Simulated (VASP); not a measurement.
# GaSb (I-4m2) in VASP: further runs

Runs on GaSb. Level: LDA. Tasks: single point.

All numbers are computed with VASP 6.6.1; they aren't measurements. Logs are shortened: lines on timing, memory, paths and dates and some standing lists are left out, and cuts for length are marked.

## 1. The cell of the first run

It takes space group I-4m2 (No. 119, tetragonal). The conventional cell has a = 5.112 Å, b = 5.112 Å, c = 2.923 Å, α = 90.00°, β = 90.00°, γ = 90.00°. Within 3.5 Å of Ga (site symmetry -4m2) lie 8 Sb at 2.66 to 3.37 Å and 2 Ga at 2.92 Å. Within 3.5 Å of Sb (site symmetry -4m2) lie 8 Ga at 2.66 to 3.37 Å and 2 Sb at 2.92 Å.

## 2. Single point, LDA

INCAR

```
SYSTEM = GaSb
PREC = Accurate ; ENCUT = 520
EDIFF = 1E-7 ; ISMEAR = 0
SIGMA = 0.15 ; LREAL = .FALSE.
LASPH = .TRUE. ; NELM = 60
ALGO = Normal ; ISIF = 2
LWAVE = .FALSE. ; LCHARG = .FALSE.
GGA = CA ; NBANDS = 16
```

KPOINTS

```
Automatic mesh
0
G
  16 16 16
  0 0 0
```

POSCAR

```
GaSb
1.0
   -2.5558000000      2.5558000000      1.4617000000
    2.5558000000     -2.5558000000      1.4617000000
    2.5558000000      2.5558000000     -1.4617000000
Ga Sb
1 1
Direct
    0.2500000000      0.7500000000      0.5000000000
    0.0000000000      0.0000000000      0.0000000000
```

Potentials or basis: VASP PAW LDA potentials, release 64 (Ga_d, Sb).

Command:

```sh
$ cat potpaw_LDA.64/Ga_d/POTCAR potpaw_LDA.64/Sb/POTCAR > POTCAR
$ mpirun -np 1 vasp_std > vasp.out
```

OUTCAR:

```text
SYSTEM = GaSb
   PREC = Accurate
   ENCUT = 520
   EDIFF = 1E-7
   ISMEAR = 0
   LREAL = .FALSE.
   LASPH = .TRUE.
   NELM = 60
   ISIF = 2
   GGA = CA

 ion  position               nearest neighbor table
   1  0.250  0.750  0.500-   2 2.66   2 2.66   2 2.66   2 2.66
   2  0.000  0.000  0.000-   1 2.66   1 2.66   1 2.66   1 2.66

  LATTYP: Found a body centered tetragonal cell.
 ALAT       =     5.1116000000
 C/A-ratio  =     0.5719148603

  Lattice vectors:

 A1 = (  -2.5558000000,   2.5558000000,   1.4617000000)
 A2 = (   2.5558000000,  -2.5558000000,   1.4617000000)
 A3 = (   2.5558000000,   2.5558000000,  -1.4617000000)

Analysis of symmetry for initial positions (statically):
=====================================================================
 Subroutine PRICEL returns:
 Original cell was already a primitive cell.

 Routine SETGRP: Setting up the symmetry group for a
 body centered tetragonal supercell.

 Subroutine GETGRP returns: Found  8 space group operations
 (whereof  8 operations were pure point group operations)
 out of a pool of 16 trial point group operations.

The static configuration has the point symmetry D_2d.

Analysis of symmetry for dynamics (positions and initial velocities):
=====================================================================
 Subroutine PRICEL returns:
 Original cell was already a primitive cell.

 Routine SETGRP: Setting up the symmetry group for a
 body centered tetragonal supercell.

 Subroutine GETGRP returns: Found  8 space group operations
 (whereof  8 operations were pure point group operations)
 out of a pool of 16 trial point group operations.

The dynamic configuration has the point symmetry D_2d.

 Subroutine INISYM returns: Found  8 space group operations
 (whereof  8 operations are pure point group operations),
 and found     1 'primitive' translations

----------------------------------------------------------------------------------------

                                     Primitive cell

  volume of cell :      38.1920

  direct lattice vectors                    reciprocal lattice vectors
    -2.555800000  2.555800000  1.461700000     0.000000000  0.195633461  0.342067456
     2.555800000 -2.555800000  1.461700000     0.195633461  0.000000000  0.342067456
     2.555800000  2.555800000 -1.461700000     0.195633461  0.195633461  0.000000000

  length of vectors
     3.898819587  3.898819587  3.898819587     0.394059127  0.394059127  0.276667494

  position of ions in fractional coordinates (direct lattice)
     0.250000000  0.750000000  0.500000000
     0.000000000  0.000000000  0.000000000

  ion indices of the primitive-cell ions
   primitive index   ion index
                 1           1
                 2           2

----------------------------------------------------------------------------------------

 KPOINTS: Automatic mesh

Automatic generation of k-mesh.
 Grid dimensions read from file:
 generate k-points for:   16   16   16

 Generating k-lattice:

  Cartesian coordinates                     Fractional coordinates (reciprocal lattice)
     0.000000000  0.012227091  0.021379216     0.062500000  0.000000000  0.000000000
     0.012227091  0.000000000  0.021379216     0.000000000  0.062500000  0.000000000
     0.012227091  0.012227091  0.000000000     0.000000000  0.000000000  0.062500000

  Length of vectors
     0.024628695  0.024628695  0.017291718

  Shift w.r.t. Gamma in fractional coordinates (k-lattice)
     0.000000000  0.000000000  0.000000000

 Subroutine IBZKPT returns following result:
 ===========================================

 Found    349 irreducible k-points:

 Following reciprocal coordinates:
            Coordinates               Weight
  0.000000  0.000000  0.000000      1.000000
  0.062500 -0.000000  0.000000      8.000000
  0.125000 -0.000000  0.000000      8.000000
  0.187500 -0.000000  0.000000      8.000000
  0.250000 -0.000000  0.000000      8.000000
  0.312500 -0.000000  0.000000      8.000000
[... 16 lines left out ...]
 -0.125000  0.062500 -0.000000     16.000000
 -0.062500  0.062500  0.000000      4.000000
 [... further k-points ...]
   k-points           NKPTS =    349   k-points in BZ     NKDIM =    349   number of bands    NBANDS=     16
   number of dos      NEDOS =    301   number of ions     NIONS =      2
   total plane-waves  NPLWV =  27000
   dimension x,y,z NGX =    30 NGY =   30 NGZ =   30
   dimension x,y,z NGXF=    60 NGYF=   60 NGZF=   60
   ions per type =               1   1
   NGX,Y,Z   is equivalent  to a cutoff of  12.79, 12.79, 12.79 a.u.
   NGXF,Y,Z  is equivalent  to a cutoff of  25.58, 25.58, 25.58 a.u.
 SYSTEM =  GaSb
   PREC   = accura    normal or accurate (medium, high low for compatibility)
   ISTART =      0    job   : 0-new  1-cont  2-samecut
   ICHARG =      2    charge: 1-file 2-atom 10-const
   ISPIN  =      1    spin polarized calculation?
   LNONCOLLINEAR =      F non collinear calculations
   LSORBIT =      F    spin-orbit coupling
   LASPH  =      T    aspherical Exc in radial PAW
   ENCUT  =  520.0 eV  38.22 Ry    6.18 a.u.   7.25  7.25  7.25*2*pi/ulx,y,z
   NELM   =     60;   NELMIN=  2; NELMDL= -5     # of ELM steps
   EDIFF  = 0.1E-06   stopping-criterion for ELM
   LREAL  =      F    real-space projection
   EDIFFG = 0.1E-05   stopping-criterion for IOM
   NSW    =      0    number of steps for IOM
   IBRION =     -1    ionic relax: 0-MD 1-quasi-New 2-CG
   NFREE  =      0    steps in history (QN), initial steepest desc. (CG)
   ISIF   =      2    stress and relaxation
   ISYM   =      2    0-nonsym 1-usesym 2-fastsym
   POTIM  = 0.5000    time-step for ionic-motion
   TEBEG  =    0.0;   TEEND  =   0.0 temperature during run
   PSTRESS=    0.0 pullay stress
   NELECT =      18.0000    total number of electrons
   NUPDOWN=      -1.0000    fix difference up-down
   EMIN   =  10.00;   EMAX   =-10.00  energy-range for DOS
   EFERMI =   0.00;   METHOD = LEGACY
   ISMEAR =     0;   SIGMA  =   0.15  broadening in eV -4-tet -1-fermi 0-gaus
   EFERMI_NEDOS =   21; number of points for ismear=-14 and -15
   IALGO  =     38    algorithm
   IMIX   =      4    mixing-type and parameters
     AMIX     =   0.40;   BMIX     =  1.00
     AMIX_MAG =   1.60;   BMIX_MAG =  1.00
  volume/ion in A,a.u.               =      19.10       128.87
  Fermi-wavevector in a.u.,A,eV,Ry     =   1.274016  2.407542 22.083857  1.623118
  Thomas-Fermi vector in A             =   2.406808
   LORBIT       =      0    0 simple, 1 ext, 2 COOP (PROOUT), +10 PAW based schemes
   GGA     = CA    functional components
   LHFCALC =     F    Hartree Fock is set to
   AEXX    =    0.0000 exact exchange contribution
   IVDW    =     0    specifies the selected vdW correction
   LEPSILON=     F    determine dielectric tensor
   LRPA    =     F    only Hartree local field effects (RPA)
 non-spin polarized calculation
 Gauss-broadening in eV      SIGMA  =   0.15
  energy-cutoff  :      520.00
  volume of cell :       38.19
 maximum number of plane-waves:      1045
 NGX is ok and might be reduce to    30
   NGX = 15   NGY = 15   NGZ = 15

 number of electron      18.0000012 magnetization

 Free energy of the ion-electron system (eV)
  ---------------------------------------------------
  ext. energy  EPLUGINS =         0.00000000
  ---------------------------------------------------
  free energy    TOTEN  =        -8.12376455 eV

  energy without entropy =       -8.11663730  energy(sigma->0) =       -8.12020093

 E-fermi :   9.3717     XC(G=0): -11.5601

 val. band max:        9.3634623501   @ k =  -0.1875   0.5000   0.1250
 cond. band min:       9.3789003862   @ k =   0.3125   0.0625   0.0625
 fundamental gap:      0.0154380361
 Fermi energy:         9.3716975967

 k-point     1 :       0.0000    0.0000    0.0000
  band No.  band energies     occupation
      1      -6.0788      2.00000
      2      -5.9495      2.00000
      3      -5.9494      2.00000
      4      -5.8585      2.00000
      5      -5.8585      2.00000
      6      -4.5592      2.00000
[... 8 lines left out ...]
     15      20.1826      0.00000
     16      20.8131      0.00000

 k-point     2 :       0.0625   -0.0000    0.0000
  band No.  band energies     occupation
      1      -6.0691      2.00000
      2      -5.9506      2.00000
      3      -5.9478      2.00000
      4      -5.8631      2.00000
      5      -5.8630      2.00000
      6      -4.4658      2.00000
[... 8 lines left out ...]
     15      19.9277      0.00000
     16      20.1523      0.00000

 k-point     3 :       0.1250   -0.0000    0.0000
  band No.  band energies     occupation
      1      -6.0418      2.00000
      2      -5.9542      2.00000
      3      -5.9431      2.00000
      4      -5.8760      2.00000
      5      -5.8756      2.00000
      6      -4.1853      2.00000
[... 8 lines left out ...]
     15      18.8763      0.00000
     16      19.5677      0.00000

 k-point     4 :       0.1875   -0.0000    0.0000
  band No.  band energies     occupation
      1      -6.0032      2.00000
      2      -5.9587      2.00000
      3      -5.9372      2.00000
      4      -5.8942      2.00000
      5      -5.8930      2.00000
      6      -3.7174      2.00000
[... 8 lines left out ...]
     15      18.0516      0.00000
     16      19.7491      0.00000
[... 324 lines left out ...]
 k-point    22 :      -0.1875    0.0625   -0.0000
  band No.  band energies     occupation
      1      -6.0376      2.00000
      2      -5.9597      2.00000
      3      -5.9410      2.00000
      4      -5.8764      2.00000
      5      -5.8736      2.00000
      6      -4.0581      2.00000
[... 8 lines left out ...]
     15      19.0717      0.00000
     16      19.5053      0.00000

 k-point    23 :      -0.1250    0.0625   -0.0000
  band No.  band energies     occupation
      1      -6.0656      2.00000
      2      -5.9545      2.00000
      3      -5.9461      2.00000
      4      -5.8635      2.00000
      5      -5.8616      2.00000
      6      -4.3818      2.00000
[... 8 lines left out ...]
     15      19.8919      0.00000
     16      20.1909      0.00000

 k-point    24 :      -0.0625    0.0625    0.0000
  band No.  band energies     occupation
      1      -6.0769      2.00000
      2      -5.9513      2.00000
      3      -5.9486      2.00000
      4      -5.8588      2.00000
      5      -5.8578      2.00000
      6      -4.5174      2.00000
[... 8 lines left out ...]
     15      20.0422      0.00000
     16      20.8249      0.00000

 [... further k-points ...]

------------------------ aborting loop because EDIFF is reached ----------------------------------------

  FORCE on cell =-STRESS in cart. coord.  units (eV):
  Direction    XX          YY          ZZ          XY          YZ          ZX
  --------------------------------------------------------------------------------------
  -------------------------------------------------------------------------------------
  Total        3.6350028      3.6350028      3.3725526      0.0000000     -0.0000000      0.0000000
  in kB      152.4907007    152.4907007    141.4807486      0.0000000     -0.0000000      0.0000000
  external PRESSURE =     148.8207167 kB  Pullay stress =       0.0000000 kB

 VOLUME and BASIS-vectors are now :
 -----------------------------------------------------------------------------
  energy-cutoff  :      520.00
  volume of cell :       38.19
      direct lattice vectors                 reciprocal lattice vectors
    -2.555800000  2.555800000  1.461700000     0.000000000  0.195633461  0.342067456
     2.555800000 -2.555800000  1.461700000     0.195633461  0.000000000  0.342067456
     2.555800000  2.555800000 -1.461700000     0.195633461  0.195633461  0.000000000

 POSITION                                       TOTAL-FORCE (eV/Angst)
 -----------------------------------------------------------------------------------
      2.55580     -0.00000      0.73085         0.000000     -0.000000     -0.000000
      0.00000      0.00000      0.00000        -0.000000      0.000000      0.000000
 -----------------------------------------------------------------------------------
    total drift:                                0.000000     -0.000000      0.000000

  FREE ENERGIE OF THE ION-ELECTRON SYSTEM (eV)
  ---------------------------------------------------
  free  energy   TOTEN  =        -8.1237645521 eV

  energy  without entropy=       -8.1166373025  energy(sigma->0) =       -8.12020093
```

Wall time 2.8 min (1 thread of Intel Xeon 6975P-C, shared host); peak memory 0.33 GiB.

Results:

```yaml
Free_energy: -8.1238 eV
Pressure: 14.9 GPa
Band_gap_on_the_k_mesh: zero (band 9 reaches 11.62 eV, above the bottom of band 10 at 5.46 eV)
```

Stress tensor (GPa, compression positive):
```
15.25  0.00  0.00
 0.00 15.25  0.00
 0.00  0.00 14.15
```

Caveat: spin-orbit coupling is left out, which moves the levels of the heavy elements.

## 3. Single point, LDA

This run uses another cell than the first one, of 19.26 Å³/atom, 1.009 times its volume.

Changes to INCAR since step 2:

```diff
@@ -4,3 +4,3 @@
 SIGMA = 0.15 ; LREAL = .FALSE.
-LASPH = .TRUE. ; NELM = 60
+LASPH = .TRUE. ; NELM = 100
 ALGO = Normal ; ISIF = 2
```

KPOINTS is that of step 2.

POSCAR

```
GaSb
1.0
   -2.5020000000      2.5020000000      1.5386446001
    2.5020000000     -2.5020000000      1.5386446001
    2.5020000000      2.5020000000     -1.5386446001
Ga Sb
1 1
Direct
    0.2500000000      0.7500000000      0.5000000000
    0.0000000000      0.0000000000      0.0000000000
```

Potentials or basis: VASP PAW LDA potentials, release 64 (Ga_d, Sb).

Command:

```sh
$ cat potpaw_LDA.64/Ga_d/POTCAR potpaw_LDA.64/Sb/POTCAR > POTCAR
$ mpirun -np 1 vasp_std > vasp.out
```

Run time: 2.6 min. Hardware: 1 thread of Intel Xeon 6975P-C, shared host; peak memory 0.34 GiB.

It converged, with:

```yaml
Free_energy: -8.0879 eV
Pressure: 14.9 GPa
Band_gap_on_the_k_mesh: zero (band 9 reaches 11.97 eV, above the bottom of band 10 at 5.57 eV)
```

Stress tensor (GPa, compression positive):
```
17.97  0.00  0.00
 0.00 17.97  0.00
 0.00  0.00  8.64
```

Levels at points of the mesh, in eV from the Fermi level:
| k point | band 7 | band 8 | band 9 | band 10 | band 11 | band 12 |
| --- | --- | --- | --- | --- | --- | --- |
| (0.00, 0.00, 0.00) | -2.18 | -2.18 | -1.52 | 3.34 | 5.45 | 7.66 |
| (0.50, 0.00, 0.00) | -7.05 | -2.47 | -2.28 | -1.38 | 1.98 | 3.98 |
| (0.50, 0.50, 0.00) | -9.55 | 0.39 | 1.85 | 3.33 | 3.39 | 4.66 |
| (0.50, 0.50, 0.50) | -6.44 | -6.36 | -6.36 | 2.81 | 4.05 | 13.12 |

Caveat: spin-orbit coupling is left out, which moves the levels of the heavy elements.

## 4. Single point, LDA

This run uses another cell than the first one, of 19.43 Å³/atom, 1.018 times its volume.

INCAR

```
ALGO = Normal
EDIFF = 1E-6
ENCUT = 520
GGA = CA
ISIF = 2
ISMEAR = 0
LASPH = True
LCHARG = False
LREAL = False
LWAVE = False
NBANDS = 16
NELM = 100
PREC = Accurate
SIGMA = 0.15
```

KPOINTS

```
k-points
0
Gamma
  16 16 16
```

POSCAR

```
GaSb
1.0
   -2.5647500000      2.5647500000      1.4771000000
    2.5647500000     -2.5647500000      1.4771000000
    2.5647500000      2.5647500000     -1.4771000000
Ga Sb
1 1
Direct
    0.2500000000      0.7500000000      0.5000000000
    0.0000000000      0.0000000000      0.0000000000
```

Command:

```sh
$ cat potpaw_LDA.64/Ga_d/POTCAR potpaw_LDA.64/Sb/POTCAR > POTCAR
$ mpirun -np 1 vasp_std > vasp.out
```

Wall time 2.8 min (1 thread of Intel Xeon 6975P-C, shared host); peak memory 0.34 GiB.

It converged, with:

- Free energy: -8.1800 eV
- Pressure: 12.7 GPa
- Band gap on the k mesh: zero (band 9 reaches 11.38 eV, above the bottom of band 10 at 5.29 eV)

Stress tensor (GPa, compression positive):
```
13.33  0.00  0.00
 0.00 13.33  0.00
 0.00  0.00 11.50
```

Levels at points of the mesh, in eV from the Fermi level:
| k point | band 7 | band 8 | band 9 | band 10 | band 11 | band 12 |
| --- | --- | --- | --- | --- | --- | --- |
| (0.00, 0.00, 0.00) | -2.47 | -2.47 | -2.36 | 3.05 | 6.45 | 8.26 |
| (0.50, 0.00, 0.00) | -6.81 | -2.62 | -1.97 | -1.46 | 2.07 | 3.79 |
| (0.50, 0.50, 0.00) | -9.53 | 0.01 | 1.73 | 2.68 | 2.70 | 5.48 |
| (0.50, 0.50, 0.50) | -6.66 | -6.36 | -6.36 | 4.08 | 5.35 | 12.67 |

Caveat: spin-orbit coupling is left out, which moves the levels of the heavy elements.

[end of part 1 of 2]
